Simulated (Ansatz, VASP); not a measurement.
One calculation of BaTiO3, two programs

File INCAR:

```
SYSTEM = BaTiO3
ALGO = Normal ; EDIFF = 1E-7
ENCUT = 520 ; GGA = PE
ISIF = 2 ; ISMEAR = 0
LASPH = .True. ; LCHARG = .False.
LREAL = .False. ; LWAVE = .False.
NBANDS = 28 ; NELM = 100
PREC = Accurate ; SIGMA = 0.01
```

The input KPOINTS:

```
k-points
0
Gamma
  6 6 6
  0 0 0
```

File POSCAR:

```
BaTiO3
1.0
    4.0716838054      0.0000000000      0.0000000000
    0.0000000000      4.0716838054      0.0000000000
    0.0000000000      0.0000000000      4.0716838054
Ba Ti O
1 1 3
Direct
    0.5000000000      0.5000000000      0.5000000000
    0.0000000000      0.0000000000      0.0000000000
    0.5000000000      0.0000000000      0.0000000000
    0.0000000000      0.5000000000      0.0000000000
    0.0000000000      0.0000000000      0.5000000000
```

Input for Ansatz:

```yaml
crystal:
  lattice:
    - [4.071683805400303, 0.0, 0.0]
    - [0.0, 4.071683805400303, 0.0]
    - [0.0, 0.0, 4.071683805400303]
  atoms:
    - { symbol: Ba, position: [0.5, 0.5, 0.5] }
    - { symbol: Ti, position: [0.0, 0.0, 0.0] }
    - { symbol: O, position: [0.5, 0.0, 0.0] }
    - { symbol: O, position: [0.0, 0.5, 0.0] }
    - { symbol: O, position: [0.0, 0.0, 0.5] }
basis:
  ecutwfc: 517.016338673772
kpoints:
  mp_grid:
    grid: [6, 6, 6]
hamiltonian:
  xc: pbe
scf:
  occupations:
    method: fixed
output:
  stress: true
```

Alike in both runs: task single point; functional PBE; k mesh 6 × 6 × 6; no spin polarisation.

|  | VASP | Ansatz |
| --- | --- | --- |
| version | VASP 6.6.1 | Ansatz 0.2.0 |
| potentials or method | VASP PAW PBE potentials, release 64 (Ba_sv, Ti_sv, O), cutoff 520 eV | plane waves, PAW |
| occupations | gaussian, width 0.01 eV | fixed |
| valence electrons in the cell | 40 | 40 |

```tsv
	VASP	Ansatz	Ansatz less VASP
pressure (GPa)	-4.3	-5.8	-1.46
```

Spin-orbit coupling is off throughout.
